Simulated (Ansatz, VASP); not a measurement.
# One calculation of W, two programs

```xyz
1
Lattice="-1.5806 1.6445 1.5806 1.6445 -1.5806 1.5806 1.5167 1.5167 -1.5167" Properties=species:S:1:pos:R:3 pbc="T T T"
W     0.0000    0.0000    0.0000
```

Alike in both runs: task single point; functional PBE; k mesh 18 × 18 × 18; occupations gaussian, width 0.1 eV; no spin polarisation.

```csv
,VASP,Ansatz
version,VASP 6.6.1,Ansatz 0.2.0
potentials or method,"VASP PAW PBE potentials, release 64 (W_sv), cutoff 520 eV","scalar-relativistic, plane waves, PAW"
valence electrons in the cell,14,14
```

|  | VASP | Ansatz | Ansatz less VASP |
| --- | --- | --- | --- |
| gap on the k mesh at the Fermi level (eV) | none | none | - |
| pressure (GPa) | 8.8 | 8.1 | -0.65 |
| traceless stress, the component that is largest in VASP (GPa) | 7.24 | 7.12 | -0.123 |

A gap of «none» marks a metal or a gap that the smearing closes. The functional is the same, so the differences come from potentials, cutoffs and numerics.

Neither program's run includes spin-orbit coupling.
